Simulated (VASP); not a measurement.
# Sr2Y (P6/mmm) in VASP: further runs

The runs below take Sr2Y through single point, relaxation of cell and atoms, with PBE.

Program: VASP 6.6.1. These are calculated values, not measurements. Logs are shortened: lines on timing, memory, paths and dates and some standing lists are left out, and cuts for length are marked.

**1. The cell of the first run**

The structure is hexagonal, space group P6/mmm (No. 191). The conventional cell has a = 4.517 Å, b = 4.517 Å, c = 4.877 Å, α = 90.00°, β = 90.00°, γ = 120.00°. Sr (site symmetry -6m2) has 3 Sr at 2.61 Å within 3.4 Å. Within 4.9 Å of Y (site symmetry 6/mmm) lie 12 Sr at 3.57 Å and 8 Y at 4.52 to 4.88 Å.

**2. Single point, PBE**

INCAR reads:

```
SYSTEM = Sr2Y
  PREC = Accurate
  ENCUT = 520
  EDIFF = 1E-7
  ISMEAR = 0
  SIGMA = 0.1
  LREAL = .FALSE.
  LASPH = .TRUE.
  NELM = 80
  ALGO = Fast
  ISIF = 2
  LWAVE = .FALSE.
  LCHARG = .FALSE.
  GGA = PE
  NBANDS = 22
```

KPOINTS reads:

```
regular mesh
0
G
  6 6 4
  0 0 0
```

POSCAR reads:

```
Sr2Y
1.0
    4.5166517375      0.0000000000      0.0000000000
   -2.2583258688      3.9115351448      0.0000000000
    0.0000000000      0.0000000000      4.8767834375
Sr Y
2 1
Direct
    0.3333333333      0.6666666667      0.5000000000
    0.6666666667      0.3333333333      0.5000000000
    0.0000000000      0.0000000000      0.0000000000
```

Potentials or basis: VASP PAW PBE potentials, release 64 (Sr_sv, Y_sv).

Command:

```bash
$ cat potpaw_PBE.64/Sr_sv/POTCAR potpaw_PBE.64/Y_sv/POTCAR > POTCAR
$ mpirun -np 1 vasp_std > vasp.out
```

OUTCAR:

```text
SYSTEM = Sr2Y
   PREC = Accurate
   ENCUT = 520
   EDIFF = 1E-7
   ISMEAR = 0
   LREAL = .FALSE.
   LASPH = .TRUE.
   NELM = 80
   ISIF = 2
   GGA = PE

 ion  position               nearest neighbor table
   1  0.333  0.667  0.500-   2 2.61   2 2.61   2 2.61   3 3.57   3 3.57   3 3.57   3 3.57   3 3.57
                             3 3.57
   2  0.667  0.333  0.500-   1 2.61   1 2.61   1 2.61   3 3.57   3 3.57   3 3.57   3 3.57   3 3.57
                             3 3.57
   3  0.000  0.000  0.000-   1 3.57   2 3.57   1 3.57   2 3.57   2 3.57   2 3.57   1 3.57   1 3.57
                             2 3.57   2 3.57   1 3.57   1 3.57

  LATTYP: Found a hexagonal cell.
 ALAT       =     4.5166517375
 C/A-ratio  =     1.0797342193

  Lattice vectors:

 A1 = (   4.5166517375,   0.0000000000,   0.0000000000)
 A2 = (  -2.2583258688,   3.9115351448,   0.0000000000)
 A3 = (   0.0000000000,   0.0000000000,   4.8767834375)

Analysis of symmetry for initial positions (statically):
=====================================================================
 Subroutine PRICEL returns:
 Original cell was already a primitive cell.

 Routine SETGRP: Setting up the symmetry group for a
 hexagonal supercell.

 Subroutine GETGRP returns: Found 24 space group operations
 (whereof 24 operations were pure point group operations)
 out of a pool of 24 trial point group operations.

The static configuration has the point symmetry D_6h.

Analysis of symmetry for dynamics (positions and initial velocities):
=====================================================================
 Subroutine PRICEL returns:
 Original cell was already a primitive cell.

 Routine SETGRP: Setting up the symmetry group for a
 hexagonal supercell.

 Subroutine GETGRP returns: Found 24 space group operations
 (whereof 24 operations were pure point group operations)
 out of a pool of 24 trial point group operations.

The dynamic configuration has the point symmetry D_6h.

 Subroutine INISYM returns: Found 24 space group operations
 (whereof 24 operations are pure point group operations),
 and found     1 'primitive' translations

----------------------------------------------------------------------------------------

                                     Primitive cell

  volume of cell :      86.1583

  direct lattice vectors                    reciprocal lattice vectors
     4.516651738  0.000000000  0.000000000     0.221402946  0.127827050  0.000000000
    -2.258325869  3.911535145  0.000000000     0.000000000  0.255654101  0.000000000
[... 84 lines left out ...]
   LREAL  =      F    real-space projection
   EDIFFG = 0.1E-05   stopping-criterion for IOM
   NSW    =      0    number of steps for IOM
   IBRION =     -1    ionic relax: 0-MD 1-quasi-New 2-CG
   NFREE  =      0    steps in history (QN), initial steepest desc. (CG)
   ISIF   =      2    stress and relaxation
   ISYM   =      2    0-nonsym 1-usesym 2-fastsym
   POTIM  = 0.5000    time-step for ionic-motion
   TEBEG  =    0.0;   TEEND  =   0.0 temperature during run
   PSTRESS=    0.0 pullay stress
   NELECT =      31.0000    total number of electrons
   NUPDOWN=      -1.0000    fix difference up-down
   EMIN   =  10.00;   EMAX   =-10.00  energy-range for DOS
   EFERMI =   0.00;   METHOD = LEGACY
   ISMEAR =     0;   SIGMA  =   0.10  broadening in eV -4-tet -1-fermi 0-gaus
   EFERMI_NEDOS =   21; number of points for ismear=-14 and -15
   IALGO  =     68    algorithm
   IMIX   =      4    mixing-type and parameters
     AMIX     =   0.40;   BMIX     =  1.00
     AMIX_MAG =   1.60;   BMIX_MAG =  1.00
  volume/ion in A,a.u.               =      28.72       193.81
  Fermi-wavevector in a.u.,A,eV,Ry     =   1.164384  2.200367 18.446649  1.355790
  Thomas-Fermi vector in A             =   2.300923
   LORBIT       =      0    0 simple, 1 ext, 2 COOP (PROOUT), +10 PAW based schemes
   GGA     = PE    functional components
   LHFCALC =     F    Hartree Fock is set to
   AEXX    =    0.0000 exact exchange contribution
   IVDW    =     0    specifies the selected vdW correction
   LEPSILON=     F    determine dielectric tensor
   LRPA    =     F    only Hartree local field effects (RPA)
 non-spin polarized calculation
 RMM-DIIS sequential band-by-band and
 Gauss-broadening in eV      SIGMA  =   0.10
  energy-cutoff  :      520.00
  volume of cell :       86.16
 maximum number of plane-waves:      2346
 NGX is ok and might be reduce to    36
   NGX = 17   NGY = 17   NGZ = 19

 number of electron      31.0000000 magnetization

 Free energy of the ion-electron system (eV)
  ---------------------------------------------------
  ext. energy  EPLUGINS =         0.00000000
  ---------------------------------------------------
  free energy    TOTEN  =        -4.53807804 eV

  energy without entropy =       -4.51391969  energy(sigma->0) =       -4.52599887

 E-fermi :   3.8237     XC(G=0):  -9.7004

 val. band max:        3.8157431634   @ k =   0.1667   0.0000   0.2500
 cond. band min:       3.8640768577   @ k =   0.3333   0.3333   0.0000
 fundamental gap:      0.0483336943
 Fermi energy:         3.8236932645

 k-point     1 :       0.0000    0.0000    0.0000
  band No.  band energies     occupation
      1     -38.9803      2.00000
      2     -32.6414      2.00000
      3     -31.1688      2.00000
      4     -19.0366      2.00000
      5     -18.9458      2.00000
      6     -18.9458      2.00000
[... 514 lines left out ...]
     21       6.8956      0.00000
     22       6.8958      0.00000

------------------------ aborting loop because EDIFF is reached ----------------------------------------

  FORCE on cell =-STRESS in cart. coord.  units (eV):
  Direction    XX          YY          ZZ          XY          YZ          ZX
  --------------------------------------------------------------------------------------
  -------------------------------------------------------------------------------------
  Total       11.9372294     11.9372294      2.7038522     -0.0000000      0.0000000      0.0000000
  in kB      221.9815155    221.9815155     50.2801092     -0.0000000      0.0000000      0.0000000
  external PRESSURE =     164.7477134 kB  Pullay stress =       0.0000000 kB

 VOLUME and BASIS-vectors are now :
 -----------------------------------------------------------------------------
  energy-cutoff  :      520.00
  volume of cell :       86.16
      direct lattice vectors                 reciprocal lattice vectors
     4.516651738  0.000000000  0.000000000     0.221402946  0.127827050  0.000000000
    -2.258325869  3.911535145  0.000000000     0.000000000  0.255654101  0.000000000
     0.000000000  0.000000000  4.876783438     0.000000000  0.000000000  0.205053190

 POSITION                                       TOTAL-FORCE (eV/Angst)
 -----------------------------------------------------------------------------------
     -0.00000      2.60769      2.43839        -0.000000      0.000000      0.000000
      2.25833      1.30385      2.43839         0.000000     -0.000000      0.000000
      0.00000      0.00000      0.00000        -0.000000      0.000000      0.000000
 -----------------------------------------------------------------------------------
    total drift:                                0.000000     -0.000000     -0.000000

  FREE ENERGIE OF THE ION-ELECTRON SYSTEM (eV)
  ---------------------------------------------------
  free  energy   TOTEN  =        -4.5380780424 eV

  energy  without entropy=       -4.5139196890  energy(sigma->0) =       -4.52599887
```

Run time: 1.8 min. Hardware: 1 thread of Intel Xeon 6975P-C (Granite Rapids), shared host; peak memory 0.24 GiB.

What came out:

```yaml
Free_energy: -4.5381 eV
Pressure: 16.5 GPa
Band_gap_on_the_k_mesh: zero (an odd number of electrons rules out a gap without spin polarisation)
```

Levels at points of the mesh, in eV from the Fermi level:
| k point | band 12 | band 13 | band 14 | band 15 | band 16 | band 17 | band 18 | band 19 | band 20 | band 21 |
| --- | --- | --- | --- | --- | --- | --- | --- | --- | --- | --- |
| (0.00, 0.00, 0.00) | -16.64 | -3.96 | -1.56 | 1.36 | 1.36 | 1.42 | 1.42 | 1.67 | 1.67 | 2.43 |
| (0.50, 0.00, 0.00) | -16.10 | -2.20 | -1.03 | -0.91 | -0.47 | 0.93 | 0.94 | 1.30 | 2.67 | 3.00 |
| (0.00, 0.00, 0.50) | -16.65 | -1.87 | -1.72 | -0.28 | -0.28 | 0.73 | 0.73 | 2.08 | 2.17 | 4.45 |
| (0.50, 0.00, 0.50) | -16.10 | -1.44 | -1.01 | -0.26 | 0.18 | 0.40 | 0.64 | 1.13 | 3.20 | 3.20 |

Caveat: the stress differs along the axes, from 5 to 22 GPa.

**3. Single point, PBE**

This run uses another cell than the first one, of 43.39 Å³/atom.

INCAR reads:

```
SYSTEM = Sr2Y
ALGO = Normal ; EDIFF = 1E-6
ENCUT = 520 ; GGA = PE
ISIF = 2 ; ISMEAR = 0
LASPH = .TRUE. ; LCHARG = .FALSE.
LREAL = .FALSE. ; LWAVE = .FALSE.
NBANDS = 22 ; NELM = 80
PREC = Accurate ; SIGMA = 0.1
```

KPOINTS reads:

```
k-points
0
G
  6 6 4
  0 0 0
```

POSCAR reads:

```
Sr2Y
1.0
    6.3343690642      0.0000000000      0.0000000000
   -3.1671845321      5.4857245265      0.0000000000
    0.0000000000      0.0000000000      3.7458740184
Sr Y
2 1
Direct
    0.3333333333      0.6666666667      0.5000000000
    0.6666666667      0.3333333333      0.5000000000
    0.0000000000      0.0000000000      0.0000000000
```

Potentials or basis: VASP PAW PBE potentials, release 64 (Sr_sv, Y_sv).

Command:

```bash
$ cat potpaw_PBE.64/Sr_sv/POTCAR potpaw_PBE.64/Y_sv/POTCAR > POTCAR
$ mpirun -np 1 vasp_std > vasp.out
```

Run time: 24 s. Hardware: 1 thread of Intel Xeon 6975P-C (Granite Rapids), shared host; peak memory 0.28 GiB.

The run converged. Its results:

```
Free energy            : -8.9484 eV
Pressure               : 0.1 GPa
Band gap on the k mesh : zero (an odd number of electrons rules out a gap without spin polarisation)
```

Stress tensor (GPa, compression positive):
```
 0.28  0.00  0.00
 0.00  0.28  0.00
 0.00  0.00 -0.23
```

Levels at points of the mesh, in eV from the Fermi level:
```csv
k point,band 12,band 13,band 14,band 15,band 16,band 17,band 18,band 19
"(0.00, 0.00, 0.00)",-17.82,-4.00,-0.59,0.15,0.15,0.21,0.21,0.97
"(0.50, 0.00, 0.00)",-17.84,-2.69,-2.28,-1.23,0.47,0.59,0.78,1.34
"(0.00, 0.00, 0.50)",-17.86,-1.20,-0.98,-0.32,-0.32,-0.30,-0.30,1.88
"(0.50, 0.00, 0.50)",-17.83,-1.09,-0.90,-0.07,-0.06,0.22,0.23,1.23
```

Caveat: the k points lie up to 0.42 Å⁻¹ apart, too coarse for converged energies and pressures of a metal.

**4. Relaxation of cell and atoms, PBE**

INCAR reads:

```
SYSTEM = Sr2Y
PREC = Accurate ; ENCUT = 600
EDIFF = 1E-6 ; ISMEAR = 0
SIGMA = 0.1 ; LREAL = .FALSE.
LASPH = .TRUE. ; NELM = 80
ALGO = Fast ; ISIF = 3
LWAVE = .FALSE. ; LCHARG = .FALSE.
GGA = PE ; IBRION = 2
NSW = 90 ; EDIFFG = -0.04
```

KPOINTS reads:

```
regular mesh
0
G
  6 6 4
  0 0 0
```

POSCAR reads:

```
Sr2Y
1.0
    4.5166517375      0.0000000000      0.0000000000
   -2.2583258688      3.9115351448      0.0000000000
    0.0000000000      0.0000000000      4.8767834375
Sr Y
2 1
Direct
    0.3333333333      0.6666666667      0.5000000000
    0.6666666667      0.3333333333      0.5000000000
    0.0000000000      0.0000000000      0.0000000000
```

Command:

```bash
$ cat potpaw_PBE.64/Sr_sv/POTCAR potpaw_PBE.64/Y_sv/POTCAR > POTCAR
$ mpirun -np 1 vasp_std > vasp.out
```

Run time: 18 min. Hardware: 1 thread of Intel Xeon 6975P-C (Granite Rapids), shared host; peak memory 0.3 GiB.

The run converged. Its results:

| Item | Value |
| --- | --- |
| Free energy | -8.9403 eV |
| Relaxed volume | 43.42 Å³/atom |
| Relaxed cell | a = 6.362 Å, b = 6.362 Å, c = 3.716 Å, α = 90.00°, β = 90.00°, γ = 120.00° |
| Space group after relaxing (to 0.1 Å) | P6/mmm (No. 191) |
| Energy gained by relaxing | 1467.4 meV/atom |
| Ionic steps | 11 |
| Pressure after relaxing | 0.0 GPa |
| Band gap on the k mesh | zero (an odd number of electrons rules out a gap without spin polarisation) |

Stress tensor (GPa, compression positive):
```
0.02 0.00 0.00
0.00 0.02 0.00
0.00 0.00 0.10
```

Step by step:
```csv
step,energy change (eV),largest force (eV/Å),pressure (GPa),volume (Å³)
1,0.0000,0.0000,16.48,86.16
2,-2.6648,0.0000,1.81,127.74
3,-2.9911,0.0000,-0.81,149.70
4,-3.0183,0.0000,-1.46,159.26
5,-3.7310,0.0000,-1.74,154.55
6,-2.9738,0.0000,1.74,124.97
7,-4.2124,0.0000,-1.62,148.11
8,-4.3463,0.0000,-1.33,141.68
9,-4.3426,0.0000,-1.44,143.09
10,-4.3458,0.0000,-1.40,142.60
11,-4.4022,0.0000,0.05,130.27
```

Final structure:
```
CELL_PARAMETERS angstrom
6.36208 0.00000 0.00000
-3.18104 5.50972 0.00000
0.00000 0.00000 3.71641
ATOMIC_POSITIONS crystal
Sr 0.33333 0.66667 0.50000
Sr 0.66667 0.33333 0.50000
Y 0.00000 0.00000 0.00000
```

Levels at points of the mesh, in eV from the Fermi level:
| k point | band 13 | band 14 | band 15 | band 16 | band 17 | band 18 |
| --- | --- | --- | --- | --- | --- | --- |
| (0.00, 0.00, 0.00) | -3.99 | -0.61 | 0.14 | 0.14 | 0.19 | 0.19 |
| (0.50, 0.00, 0.00) | -2.70 | -2.29 | -1.24 | 0.44 | 0.57 | 1.32 |
| (0.00, 0.00, 0.50) | -1.16 | -0.94 | -0.32 | -0.32 | -0.30 | -0.30 |
| (0.50, 0.00, 0.50) | -1.07 | -0.89 | -0.08 | -0.07 | 0.25 | 0.27 |

Caveat: the volume moved by over 15 % at a fixed basis, so the end points are rough.

**5. Single point, PBE**

This run uses another cell than the first one, of 43.49 Å³/atom.

INCAR reads:

```
SYSTEM = Sr2Y
PREC = Accurate
ENCUT = 520
EDIFF = 1E-6
ISMEAR = 0
SIGMA = 0.1
LREAL = .False.
LASPH = .True.
NELM = 100
ALGO = Fast
ISIF = 2
LWAVE = .False.
LCHARG = .False.
GGA = PE
NBANDS = 22
```

KPOINTS reads:

```
Automatic mesh
0
Gamma
  12 12 12
  0 0 0
```

POSCAR reads:

```
Sr2Y
1.0
    6.3685133059      0.0000000000      0.0000000000
   -3.1842566529      5.5152943072      0.0000000000
    0.0000000000      0.0000000000      3.7148185262
Sr Y
2 1
Direct
    0.3333333333      0.6666666667      0.5000000000
    0.6666666667      0.3333333333      0.5000000000
    0.0000000000      0.0000000000      0.0000000000
```

Command:

```bash
$ cat potpaw_PBE.64/Sr_sv/POTCAR potpaw_PBE.64/Y_sv/POTCAR > POTCAR
$ mpirun -np 1 vasp_std > vasp.out
```

Run time: 9.3 min. Hardware: 1 thread of Intel Xeon 6975P-C (Granite Rapids), shared host; peak memory 0.58 GiB.

The run converged. Its results:

| Item | Value |
| --- | --- |
| Free energy | -8.9460 eV |
| Pressure | 0.1 GPa |
| Band gap on the k mesh | zero (an odd number of electrons rules out a gap without spin polarisation) |

Levels at points of the mesh, in eV from the Fermi level:
```tsv
k point	band 12	band 13	band 14	band 15	band 16	band 17	band 18	band 19
(0.00, 0.00, 0.00)	-17.86	-4.03	-0.65	0.10	0.10	0.15	0.15	0.88
(0.50, 0.00, 0.00)	-17.88	-2.74	-2.32	-1.27	0.40	0.52	0.72	1.28
(0.00, 0.00, 0.50)	-17.90	-1.19	-0.97	-0.35	-0.35	-0.34	-0.34	1.82
(0.50, 0.00, 0.50)	-17.87	-1.11	-0.93	-0.11	-0.11	0.22	0.23	1.21
```

**6. The runs side by side**

| task | cell | k mesh | cutoff (eV) | gap on the mesh (eV) | pressure (GPa) |
| --- | --- | --- | --- | --- | --- |
| single point | a = 4.517, b = 4.517, c = 4.877 Å, angles 90.0, 90.0, 120.0°, 3 atoms | 6 × 6 × 4 | 520 | none | 16.5 |
| single point | a = 6.334, b = 6.334, c = 3.746 Å, angles 90.0, 90.0, 120.0°, 3 atoms | 6 × 6 × 4 | 520 | none | 0.1 |
| relaxation of cell and atoms | relaxed from a = 4.517, b = 4.517, c = 4.877 Å, angles 90.0, 90.0, 120.0°, 3 atoms | 6 × 6 × 4 | 600 | none | 0.0 |
| single point | a = 6.369, b = 6.369, c = 3.715 Å, angles 90.0, 90.0, 120.0°, 3 atoms | 12 × 12 × 12 | 520 | none | 0.1 |

Alike in all rows: level PBE; potentials or basis VASP PAW PBE potentials, release 64 (Sr_sv, Y_sv); no spin polarisation; smearing gaussian 0.1 eV.

Caveats: some runs use coarse meshes; the stress differs along the axes, from 5 to 22 GPa (at least some runs); the volume moved by over 15 % at a fixed basis, so the end points are rough (at least some runs).

Total energies depend on the potentials used, so only differences within one code and one set of settings carry meaning.

The gap in the log of VASP goes by the Fermi energy; the results here count the filled bands.